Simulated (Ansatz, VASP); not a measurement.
## Two plane-wave programs on Ta2Bi2O

```
Ta Bi O
1.0
     5.15044    0.00000    0.00000
     0.00000    5.15044    0.00000
     0.00000    0.00000    3.87627
Ta Bi O
2 2 1
Direct
  0.50000 0.50000 0.50000
  0.00000 0.00000 0.50000
  0.00000 0.50000 0.00000
  0.50000 0.00000 0.00000
  0.00000 0.00000 0.00000
```

Alike in both runs: functional PBE; k mesh 8 × 8 × 10; occupations gaussian, width 0.1 eV; no spin polarisation.

Ansatz relaxed the structure, and its values are those at the end. VASP's run is a single point on that final structure, the one shown.

|  | VASP | Ansatz |
| --- | --- | --- |
| version | VASP 6.6.1 | Ansatz 0.2.0 |
| potentials or method | VASP PAW PBE potentials, release 64 (Ta_pv, Bi_d, O), cutoff 520 eV | scalar-relativistic, plane waves, PAW |
| valence electrons in the cell | 58 | 62 |

|  | VASP | Ansatz | Ansatz less VASP |
| --- | --- | --- | --- |
| gap on the k mesh at the Fermi level (eV) | none | none | - |
| pressure (GPa) | 0.1 | 0.0 | -0.13 |

A gap of «none» marks a metal or a gap that the smearing closes. VASP's potentials hold 58 valence electrons a cell and Ansatz's 62, so a difference there can come from the potentials and not from the codes.

Spin-orbit coupling is off throughout.
